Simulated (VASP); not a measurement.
# BaTiO3 (P4mm) in VASP: a series of runs

BaTiO3 is run at these levels: r2SCAN, PBEsol; tasks: single point, relaxation of cell and atoms.

Everything below comes from runs of VASP 6.6.1. Logs are shortened: lines on timing, memory, paths and dates and some standing lists are left out, and cuts for length are marked.

### 1 The cell of the first run

The structure is tetragonal, space group P4mm (No. 99). The conventional cell has a = 3.972 Å, b = 3.972 Å, c = 4.112 Å, α = 90.00°, β = 90.00°, γ = 90.00°. Ba (site symmetry 4mm) has 12 O at 2.79 to 2.92 Å and 8 Ti at 3.44 to 3.53 Å within 3.7 Å. Within 2.4 Å of Ti (site symmetry 4mm) lie 6 O at 1.82 to 2.29 Å. O (site symmetry 4mm) has 2 Ti at 1.82 to 2.29 Å within 2.4 Å. Within 2.6 Å of O (site symmetry 2mm) lie 2 Ti at 1.99 Å.

### 2 Single point, r2SCAN

Input file POSCAR:

```
BaTiO3
1.0
    3.9723669980      0.0000000000      0.0000000000
    0.0000000000      3.9723669980      0.0000000000
    0.0000000000      0.0000000000      4.1122280131
Ba Ti O
1 1 3
Direct
    0.0000000000      0.0000000000     -0.0043575938
    0.5000000000      0.5000000000      0.4775259965
    0.5000000000      0.5000000000      0.0345448926
    0.5000000000      0.0000000000      0.5176433524
    0.0000000000      0.5000000000      0.5176433524
```

Input file INCAR.step1:

```
  PREC = Accurate
  ENCUT = 520
  ISMEAR = 0
  SIGMA = 0.01
  LREAL = F
  LASPH = T
  NELM = 60
  NBANDS = 28
  GGA = PE
  ALGO = Normal
  EDIFF = 1E-4
  LWAVE = T
  LCHARG = F
```

Input file INCAR.step2:

```
  PREC = Accurate
  ENCUT = 520
  EDIFF = 1E-6
  ISMEAR = 0
  SIGMA = 0.01
  LREAL = F
  LASPH = T
  NELM = 60
  ALGO = Normal
  ISIF = 2
  LWAVE = F
  LCHARG = F
  METAGGA = R2SCAN
  LMIXTAU = T
  NBANDS = 28
  ISTART = 1
```

Input file KPOINTS:

```
regular mesh
0
Gamma
  6 6 6
```

Potentials or basis: VASP PAW PBE potentials, release 64 (Ba_sv, Ti_sv, O).

Started as:

```console
$ cat potpaw_PBE.64/Ba_sv/POTCAR potpaw_PBE.64/Ti_sv/POTCAR potpaw_PBE.64/O/POTCAR > POTCAR
$ cp INCAR.step1 INCAR
$ mpirun -np 1 vasp_std > vasp.out
$ cp INCAR.step2 INCAR
$ mpirun -np 1 vasp_std > vasp.out
```

OUTCAR:

```text
PREC = Accurate
   ENCUT = 520
   EDIFF = 1E-6
   ISMEAR = 0
   LREAL = F
   LASPH = T
   NELM = 60
   ISIF = 2
   METAGGA = R2SCAN
   ISTART = 1

 ion  position               nearest neighbor table
   1  0.000  0.000  0.996-   4 2.79   5 2.79   5 2.79   4 2.79   3 2.81   3 2.81   3 2.81   3 2.81
                             4 2.92   5 2.92   5 2.92   4 2.92   2 3.44   2 3.44   2 3.44   2 3.44
   2  0.500  0.500  0.478-   3 1.82   4 1.99   5 1.99   4 1.99   5 1.99   3 2.29   1 3.44   1 3.44
                             1 3.44   1 3.44   1 3.53   1 3.53   1 3.53   1 3.53
   3  0.500  0.500  0.035-   2 1.82   2 2.29   1 2.81   1 2.81   1 2.81   1 2.81
   4  0.500  0.000  0.518-   2 1.99   2 1.99   1 2.79   1 2.79   1 2.92   1 2.92
   5  0.000  0.500  0.518-   2 1.99   2 1.99   1 2.79   1 2.79   1 2.92   1 2.92

  LATTYP: Found a simple tetragonal cell.
 ALAT       =     3.9723669980
 C/A-ratio  =     1.0352084828

  Lattice vectors:

 A1 = (   3.9723669980,   0.0000000000,   0.0000000000)
 A2 = (   0.0000000000,   3.9723669980,   0.0000000000)
 A3 = (   0.0000000000,   0.0000000000,   4.1122280131)

Analysis of symmetry for initial positions (statically):
=====================================================================
 Subroutine PRICEL returns:
 Original cell was already a primitive cell.

 Routine SETGRP: Setting up the symmetry group for a
 simple tetragonal supercell.

 Subroutine GETGRP returns: Found  8 space group operations
 (whereof  8 operations were pure point group operations)
 out of a pool of 16 trial point group operations.

The static configuration has the point symmetry C_4v.

Analysis of symmetry for dynamics (positions and initial velocities):
=====================================================================
 Subroutine PRICEL returns:
 Original cell was already a primitive cell.

 Routine SETGRP: Setting up the symmetry group for a
 simple tetragonal supercell.

 Subroutine GETGRP returns: Found  8 space group operations
 (whereof  8 operations were pure point group operations)
 out of a pool of 16 trial point group operations.

The dynamic configuration has the point symmetry C_4v.

 Subroutine INISYM returns: Found  8 space group operations
 (whereof  8 operations are pure point group operations),
 and found     1 'primitive' translations

[... 99 lines left out ...]
   NELM   =     60;   NELMIN=  2; NELMDL=  0     # of ELM steps
   EDIFF  = 0.1E-05   stopping-criterion for ELM
   LREAL  =      F    real-space projection
   EDIFFG = 0.1E-04   stopping-criterion for IOM
   NSW    =      0    number of steps for IOM
   IBRION =     -1    ionic relax: 0-MD 1-quasi-New 2-CG
   NFREE  =      0    steps in history (QN), initial steepest desc. (CG)
   ISIF   =      2    stress and relaxation
   ISYM   =      2    0-nonsym 1-usesym 2-fastsym
   POTIM  = 0.5000    time-step for ionic-motion
   TEBEG  =    0.0;   TEEND  =   0.0 temperature during run
   PSTRESS=    0.0 pullay stress
   NELECT =      40.0000    total number of electrons
   NUPDOWN=      -1.0000    fix difference up-down
   EMIN   =  10.00;   EMAX   =-10.00  energy-range for DOS
   EFERMI =   0.00;   METHOD = LEGACY
   ISMEAR =     0;   SIGMA  =   0.01  broadening in eV -4-tet -1-fermi 0-gaus
   EFERMI_NEDOS =   21; number of points for ismear=-14 and -15
   IALGO  =     38    algorithm
   IMIX   =      4    mixing-type and parameters
     AMIX     =   0.40;   BMIX     =  1.00
     AMIX_MAG =   1.60;   BMIX_MAG =  1.00
  volume/ion in A,a.u.               =      12.98        87.58
  Fermi-wavevector in a.u.,A,eV,Ry     =   1.393273  2.632904 26.411757  1.941209
  Thomas-Fermi vector in A             =   2.516935
   LORBIT       =      0    0 simple, 1 ext, 2 COOP (PROOUT), +10 PAW based schemes
   METAGGA = R2SCAN    functional components
   LHFCALC =     F    Hartree Fock is set to
   AEXX    =    0.0000 exact exchange contribution
   IVDW    =     0    specifies the selected vdW correction
   LEPSILON=     F    determine dielectric tensor
   LRPA    =     F    only Hartree local field effects (RPA)
 non-spin polarized calculation
 Gauss-broadening in eV      SIGMA  =   0.01
  energy-cutoff  :      520.00
  volume of cell :       64.89
 maximum number of plane-waves:      1779
 NGX is ok and might be reduce to    30
   NGX = 15   NGY = 15   NGZ = 15

 number of electron      39.9999984 magnetization

 Free energy of the ion-electron system (eV)
  ---------------------------------------------------
  ext. energy  EPLUGINS =         0.00000000
  ---------------------------------------------------
  free energy    TOTEN  =       -74.25933657 eV

  energy without entropy =      -74.25933657  energy(sigma->0) =      -74.25933657

 E-fermi :   3.7364     XC(G=0): -11.8331

 val. band max:        3.5988763313   @ k =   0.5000   0.5000   0.5000
 cond. band min:       5.8090021627   @ k =   0.0000   0.0000   0.0000
 fundamental gap:      2.2101258313
 Fermi energy:         3.7364331618

 k-point     1 :       0.0000    0.0000    0.0000
  band No.  band energies     occupation
      1     -55.2040      2.00000
      2     -30.4719      2.00000
      3     -30.3581      2.00000
      4     -30.3581      2.00000
      5     -22.1093      2.00000
      6     -14.3948      2.00000
[... 733 lines left out ...]
     27      12.1681      0.00000
     28      13.4668      0.00000

 [... further k-points ...]

------------------------ aborting loop because EDIFF is reached ----------------------------------------

  FORCE on cell =-STRESS in cart. coord.  units (eV):
  Direction    XX          YY          ZZ          XY          YZ          ZX
  --------------------------------------------------------------------------------------
  -------------------------------------------------------------------------------------
  Total        0.7559851      0.7559851      0.8282032      0.0000000      0.0000000      0.0000000
  in kB       18.6658551     18.6658551     20.4489763      0.0000000      0.0000000      0.0000000
  external PRESSURE =      19.2602288 kB  Pullay stress =       0.0000000 kB

 VOLUME and BASIS-vectors are now :
 -----------------------------------------------------------------------------
  energy-cutoff  :      520.00
  volume of cell :       64.89
      direct lattice vectors                 reciprocal lattice vectors
     3.972366998  0.000000000  0.000000000     0.251739077  0.000000000  0.000000000
     0.000000000  3.972366998  0.000000000     0.000000000  0.251739077  0.000000000
     0.000000000  0.000000000  4.112228013     0.000000000  0.000000000  0.243177177

 POSITION                                       TOTAL-FORCE (eV/Angst)
 -----------------------------------------------------------------------------------
      0.00000      0.00000      4.09431        -0.000000      0.000000      0.028978
      1.98618      1.98618      1.96370        -0.000000      0.000000      0.164751
      1.98618      1.98618      0.14206        -0.000000     -0.000000     -0.157814
      1.98618      0.00000      2.12867        -0.000000      0.000000     -0.017957
      0.00000      1.98618      2.12867         0.000000      0.000000     -0.017957
 -----------------------------------------------------------------------------------
    total drift:                                0.000000      0.000000     -0.003711

  FREE ENERGIE OF THE ION-ELECTRON SYSTEM (eV)
  ---------------------------------------------------
  free  energy   TOTEN  =       -74.2593365709 eV

  energy  without entropy=      -74.2593365709  energy(sigma->0) =      -74.25933657
```

OUTCAR.step1:

```text
PREC = Accurate
   ENCUT = 520
   ISMEAR = 0
   LREAL = F
[... 980 lines left out ...]
      1.98618      1.98618      1.96370         0.000000      0.000000      0.137841
      1.98618      1.98618      0.14206         0.000000     -0.000000     -0.208948
      1.98618      0.00000      2.12867        -0.000000     -0.000000      0.026071
      0.00000      1.98618      2.12867         0.000000     -0.000000      0.026071
 -----------------------------------------------------------------------------------
    total drift:                                0.000000      0.000000     -0.004235

  FREE ENERGIE OF THE ION-ELECTRON SYSTEM (eV)
  ---------------------------------------------------
  free  energy   TOTEN  =       -40.0082150142 eV

  energy  without entropy=      -40.0082150142  energy(sigma->0) =      -40.00821501
```

Run time: 2 min. Hardware: 1 thread of Intel Xeon 6975P-C (Granite Rapids), shared host; peak memory 0.22 GiB.

Results:

```
Free energy            : -74.2593 eV
Pressure               : 1.9 GPa
Largest force          : 0.165 eV/Å
Band gap on the k mesh : 2.21 eV (least direct gap 2.71 eV)
```

Forces in eV/Å, atoms in the order of the input:
```
Ba   0.000  0.000  0.029
Ti   0.000  0.000  0.165
O    0.000  0.000 -0.158
O    0.000  0.000 -0.018
O    0.000  0.000 -0.018
```

Caveat: the PAW data sets were made with another functional, which shifts forces and pressure a little; spin-orbit coupling is left out, which moves the levels of the heavy elements. r2SCAN opens gaps a little over a GGA but as a rule still falls short of measured ones.

### 3 Relaxation of cell and atoms, PBEsol

This run uses another cell than the first one, of 13.34 Å³/atom.

Input file INCAR:

```
PREC     = Accurate       # precision mode
ENCUT    = 600            # plane-wave cutoff, eV
EDIFF    = 1E-6           # SCF threshold, eV
ISMEAR   = -1             # smearing method
SIGMA    = 0.02           # smearing width, eV
LREAL    = False          # projectors in reciprocal space
LASPH    = True           # aspherical terms in the spheres
NELM     = 80             # most SCF steps
ALGO     = Normal         # electronic algorithm
ISIF     = 3              # what is computed and relaxed
LWAVE    = False          # write WAVECAR
LCHARG   = False          # write CHGCAR
GGA      = PS             # functional
IBRION   = 2              # ionic algorithm
NSW      = 80             # ionic steps
EDIFFG   = -0.005         # ionic threshold
```

Input file KPOINTS:

```
Automatic mesh
0
Gamma
  6 6 6
```

Input file POSCAR:

```
BaTiO3
1.0
    3.9861129279      0.0000000000      0.0000000000
    0.0000000000      3.9861129279      0.0000000000
    0.0000000000      0.0000000000      4.1980356845
Ba Ti O
1 1 3
Direct
    0.0000000000      0.0000000000     -0.0104426150
    0.5000000000      0.5000000000      0.4722700993
    0.5000000000      0.5000000000      0.0405145117
    0.5000000000      0.0000000000      0.5203290020
    0.0000000000      0.5000000000      0.5203290020
```

Potentials or basis: VASP PAW PBE potentials, release 64 (Ba_sv, Ti_sv, O).

Started as:

```console
$ cat potpaw_PBE.64/Ba_sv/POTCAR potpaw_PBE.64/Ti_sv/POTCAR potpaw_PBE.64/O/POTCAR > POTCAR
$ mpirun -np 1 vasp_std > vasp.out
```

Run time: 4.5 min. Hardware: 1 thread of Intel Xeon 6975P-C (Granite Rapids), shared host; peak memory 0.25 GiB.

Results (log left out):

| Property | Result |
| --- | --- |
| Free energy | -42.0134 eV |
| Relaxed volume | 12.80 Å³/atom |
| Relaxed cell | a = 3.968 Å, b = 3.968 Å, c = 4.064 Å, α = 90.00°, β = 90.00°, γ = 90.00° |
| Space group after relaxing (to 0.1 Å) | P4mm (No. 99) |
| Energy gained by relaxing | 7.8 meV/atom |
| Ionic steps | 16 |
| Pressure after relaxing | 0.0 GPa |
| Band gap on the k mesh | 1.76 eV (least direct gap 2.19 eV) |

Forces in eV/Å, atoms in the order of the input:
```
Ba   0.000  0.000 -0.003
Ti   0.000  0.000  0.002
O    0.000  0.000  0.000
O    0.000  0.000  0.000
O    0.000  0.000  0.000
```

Stress tensor (GPa, compression positive):
```
-0.06  0.00  0.00
 0.00 -0.06  0.00
 0.00  0.00  0.04
```

The path:
```tsv
step	energy change (eV)	largest force (eV/Å)	pressure (GPa)	volume (Å³)
1	0.0000	0.0505	-4.41	66.70
2	-0.0001	0.7247	4.74	63.22
3	-0.0251	0.3250	-0.04	64.93
4	-0.0294	0.0909	-0.02	64.62
5	-0.0294	0.0927	-0.02	64.60
6	-0.0329	0.0870	0.02	64.45
7	-0.0379	0.0661	0.24	64.00
8	-0.0379	0.0763	0.28	63.94
9	-0.0384	0.0728	-0.54	64.15
10	-0.0386	0.0495	-0.31	64.08
11	-0.0390	0.0222	0.16	63.88
12	-0.0390	0.0183	0.09	63.93
13	-0.0390	0.0186	0.04	63.94
14	-0.0390	0.0182	0.03	63.93
15	-0.0391	0.0061	0.01	63.96
16	-0.0391	0.0026	-0.03	63.98
```

Final structure:
```xyz
5
Lattice="3.9678 0.0000 0.0000 0.0000 3.9678 0.0000 0.0000 0.0000 4.0641" Properties=species:S:1:pos:R:3 pbc="T T T"
Ba    3.9678    0.0000    4.0585
Ti    1.9839    1.9839    1.9588
O     1.9839    1.9839    0.1178
O     1.9839    0.0000    2.0999
O     3.9678    1.9839    2.0999
```

Levels at points of the mesh, in eV from the valence-band top:
```tsv
k point	band 16	band 17	band 18	band 19	band 20	band 21	band 22	band 23	band 24
(0.00, 0.00, 0.00)	-1.47	-1.26	-0.54	-0.43	-0.43	1.76	2.16	2.16	4.14
(0.50, 0.00, 0.00)	-2.06	-1.96	-1.76	-1.23	-1.04	2.29	3.56	3.63	4.19
(0.50, 0.50, 0.00)	-2.95	-1.89	-1.05	-1.05	-0.08	3.65	3.65	4.02	4.59
(0.00, 0.00, 0.50)	-2.07	-2.07	-2.07	-0.73	-0.73	1.92	3.57	3.57	4.14
(0.50, 0.00, 0.50)	-2.78	-1.80	-1.02	-0.98	-0.32	3.58	3.59	3.93	4.97
(0.50, 0.50, 0.50)	-2.53	-2.53	-0.24	-0.24	0.00	4.20	4.20	4.25	6.33
```

Caveat: the PAW data sets were made with another functional, which shifts forces and pressure a little; spin-orbit coupling is left out, which moves the levels of the heavy elements. A k mesh can miss the band edges.
